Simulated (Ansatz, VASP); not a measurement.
Ni in VASP and in Ansatz

```
CELL_PARAMETERS angstrom
0.00000 1.77096 1.77096
1.77096 0.00000 1.77096
1.77096 1.77096 0.00000
ATOMIC_POSITIONS crystal
Ni 0.00000 0.00000 0.00000
```

Alike in both runs: task single point; functional PBE; k mesh 22 × 22 × 22; occupations gaussian, width 0.05 eV; collinear spin.

|  | VASP | Ansatz |
| --- | --- | --- |
| version | VASP 6.6.1 | Ansatz 0.2.0 |
| potentials or method | VASP PAW PBE potentials, release 64 (Ni), cutoff 520 eV | scalar-relativistic, plane waves, PAW |
| valence electrons in the cell | 10 | 18 |

Ansatz gave:

```
gap on the k mesh at the Fermi level (eV)                     : none
pressure (GPa)                                                : -3.8
net moment per atom (μB)                                      : 0.65
size of the moment on the site where the two differ most (μB) : 0.69
```

Task: What did VASP give for the same quantities?

Result: gap on the k mesh at the Fermi level (eV): none; pressure (GPa): -4.2; net moment per atom (μB): 0.65; size of the moment on the site where the two differ most (μB): 0.66.

Site moments also hang on the region over which each program counts them. A gap of «none» marks a metal or a gap that the smearing closes. The functional is the same, so the differences come from potentials, cutoffs and numerics. VASP's potentials hold 10 valence electrons a cell and Ansatz's 18, so a difference there can come from the potentials and not from the codes.
